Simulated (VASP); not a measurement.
Wanted: the native input for a VASP 6.6.1 run.

| Quantity | Value |
| --- | --- |
| Task | single point |
| Functional | PBE |
| Potentials or basis | VASP PAW PBE potentials, release 64 (Zn, S) |
| Cutoff | 520 eV |
| k mesh | 6 × 6 × 4 |
| Occupations | gaussian, width 0.1 eV |
| Spin | no spin polarisation |
| Dipole correction | no |
| Further INCAR settings | ALGO = Normal; EDIFF = 1e-07; NBANDS = 16 |

The structure of ZnS lies in POSCAR:

```
ZnS
1.0
    1.8755674500     -2.6258831100      0.0000000000
    1.8755674500      2.6258831100      0.0000000000
    0.0000000000      0.0000000000      5.1799225600
Zn S
1 1
Direct
    0.5000000000      0.5000000000      0.5000000000
    0.0000000000      0.0000000000      0.0000000000
```

The cell was built from a structure type or drawn by symmetry, and may not be a known phase.

These files were run (other wordings do the same):

INCAR

```
PREC = Accurate
ENCUT = 520
EDIFF = 1E-7
ISMEAR = 0
SIGMA = 0.1
LREAL = F
LASPH = T
NELM = 80
ALGO = Normal
ISIF = 2
LWAVE = F
LCHARG = F
GGA = PE
NBANDS = 16
```

KPOINTS

```
Automatic mesh
0
Gamma
  6 6 4
```

Potentials or basis: VASP PAW PBE potentials, release 64 (Zn, S).

The run is started by

```console
$ cat potpaw_PBE.64/Zn/POTCAR potpaw_PBE.64/S/POTCAR > POTCAR
$ mpirun -np 1 vasp_std > vasp.out
```

Results of the run:

The pressure is -9.9 GPa and the band gap on the k mesh is zero (bands 9 and 10 overlap by 1.57 eV).

Caveat: the cell stands under tension.

Wall time 17 s on 1 thread of Intel(R) Xeon(R) Platinum 8488C (Sapphire Rapids), with other jobs on the host, peak memory 0.17 GiB.
